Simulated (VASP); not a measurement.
A run of VASP 6.6.1:

The input POSCAR:

```
Sn
1.0
   -1.8345472244      1.8345472244      1.8912857983
    1.8345472244     -1.8345472244      1.8912857983
    1.8345472244      1.8345472244     -1.8912857983
Sn
1
Direct
    0.0000000000      0.0000000000      0.0000000000
```

Contents of INCAR.step1:

```
PREC     = Accurate       # precision mode
ENCUT    = 520            # plane-wave cutoff, eV
ISMEAR   = 0              # smearing method
SIGMA    = 0.15           # smearing width, eV
LREAL    = F              # projectors in reciprocal space
LASPH    = T              # aspherical terms in the spheres
NELM     = 60             # most SCF steps
NBANDS   = 13             # bands
GGA      = PE             # functional
ALGO     = Normal         # electronic algorithm
EDIFF    = 1E-4           # SCF threshold, eV
LWAVE    = T              # write WAVECAR
LCHARG   = F              # write CHGCAR
```

File INCAR.step2:

```
PREC     = Accurate       # precision mode
ENCUT    = 520            # plane-wave cutoff, eV
EDIFF    = 1E-7           # SCF threshold, eV
ISMEAR   = 0              # smearing method
SIGMA    = 0.15           # smearing width, eV
LREAL    = F              # projectors in reciprocal space
LASPH    = T              # aspherical terms in the spheres
NELM     = 60             # most SCF steps
ALGO     = Normal         # electronic algorithm
ISIF     = 2              # what is computed and relaxed
LWAVE    = F              # write WAVECAR
LCHARG   = F              # write CHGCAR
METAGGA  = R2SCAN         # meta-GGA
LMIXTAU  = T            
NBANDS   = 13             # bands
ISTART   = 1
```

KPOINTS

```
Automatic mesh
0
Gamma
  22 22 22
```

Potentials or basis: VASP PAW PBE potentials, release 64 (Sn_d).

Command:

```sh
$ cat potpaw_PBE.64/Sn_d/POTCAR > POTCAR
$ cp INCAR.step1 INCAR
$ mpirun -np 1 vasp_std > vasp.out
$ cp INCAR.step2 INCAR
$ mpirun -np 1 vasp_std > vasp.out
```

Hardware: 1 thread of AMD EPYC 7R43 64-Core Processor (Zen 3), with other jobs on the host.

Problem. Estimate the wall time of this run.

Solution. Run time: 26 min on 1 thread of AMD EPYC 7R43 64-Core Processor (Zen 3), with other jobs on the host, peak memory 0.3 GiB. Counts: k points 834.
